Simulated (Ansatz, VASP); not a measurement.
## SiC: VASP beside Ansatz

```
Si C
1.0
     0.00000    2.05638    2.05638
     2.05638    0.00000    2.05638
     2.05638    2.05638    0.00000
Si C
1 1
Direct
  0.00000 0.00000 0.00000
  0.50000 0.50000 0.50000
```

Change from the starting cell: volume scaled by 1.04.

Alike in both runs: task single point; functional PBE; k mesh 13 × 13 × 13; occupations fermi-dirac, width 0.05 eV; no spin polarisation.

|  | VASP | Ansatz |
| --- | --- | --- |
| version | VASP 6.6.1 | Ansatz 0.2.0 |
| potentials or method | VASP PAW PBE potentials, release 64 (Si, C), cutoff 520 eV | all-electron LAPW, scalar-relativistic |

```csv
,VASP,Ansatz,Ansatz less VASP
pressure (GPa),-9.1,-9.1,+0.03
```

Ansatz ran all-electron here, and VASP with PAW potentials.
